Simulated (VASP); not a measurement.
Crystal: Pt.

```
Pt
1.0
     0.00000    1.96090    1.96090
     1.96090    0.00000    1.96090
     1.96090    1.96090    0.00000
Pt
1
Direct
  0.00000 0.00000 0.00000
```

Base run:

```yaml
Program: VASP 6.6.1
Functional: PBE
Potentials_or_basis: VASP PAW PBE potentials, release 64 (Pt)
Cutoff: 500 eV
k_mesh: 14 × 14 × 14
Occupations: fermi-dirac, width 0.1 eV
Spin: collinear spin
Starting_moments: "[0.15] μB"
Fixed_moment: 0.15 μB
```

Its results: pressure 9.9 GPa; site moments Pt +0.15 μB.

Q: The run is repeated on the same cell with these changes: fixed moment from 0.15 μB to 0.5 μB; moments at the start from [0.15] to [0.5]. What comes out?

A: Pressure 11.1 GPa; site moments Pt +0.50 μB.

Caveats: the cell stands under pressure; the total moment is fixed, so each spin has its own Fermi level.
